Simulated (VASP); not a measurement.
Wanted: the native input for a VASP 6.6.1 run.

```yaml
Task: single point
Functional: PBE
Potentials_or_basis: VASP PAW PBE potentials, release 64 (Ga_d, As)
Cutoff: 520 eV
k_mesh: 11 × 11 × 11
Occupations: fermi-dirac, width 0.05 eV
Spin: no spin polarisation
Dipole_correction: no
Further_INCAR_settings: ALGO = Normal; EDIFF = 1e-07; NBANDS = 16
```

The structure of GaAs lies in POSCAR:

```
GaAs
1.0
    0.0000000000      2.7982940072      2.7982940072
    2.7982940072      0.0000000000      2.7982940072
    2.7982940072      2.7982940072      0.0000000000
Ga As
1 1
Direct
    0.0000000000      0.0000000000      0.0000000000
    0.7500000000      0.7500000000      0.7500000000
```

This cell differs from its parent crystal: volume scaled by 0.97.

These files were run (other wordings do the same):

INCAR

```
ALGO     = Normal         # electronic algorithm
EDIFF    = 1E-7           # SCF threshold, eV
ENCUT    = 520            # plane-wave cutoff, eV
GGA      = PE             # functional
ISIF     = 2              # what is computed and relaxed
ISMEAR   = -1             # smearing method
LASPH    = True           # aspherical terms in the spheres
LCHARG   = False          # write CHGCAR
LREAL    = False          # projectors in reciprocal space
LWAVE    = False          # write WAVECAR
NBANDS   = 16             # bands
NELM     = 100            # most SCF steps
PREC     = Accurate       # precision mode
SIGMA    = 0.05           # smearing width, eV
```

KPOINTS

```
k-points
0
Gamma
  11 11 11
```

Potentials or basis: VASP PAW PBE potentials, release 64 (Ga_d, As).

Command:

```sh
$ cat potpaw_PBE.64/Ga_d/POTCAR potpaw_PBE.64/As/POTCAR > POTCAR
$ mpirun -np 1 vasp_std > vasp.out
```

It gave:

```yaml
Pressure: 6.0 GPa
Band_gap_on_the_k_mesh: 0.75 eV, direct
```

It took 59 s on 1 thread of Intel(R) Xeon(R) Platinum 8375C CPU @ 2.90GHz (Ice Lake), on a shared host, peak memory 0.19 GiB.
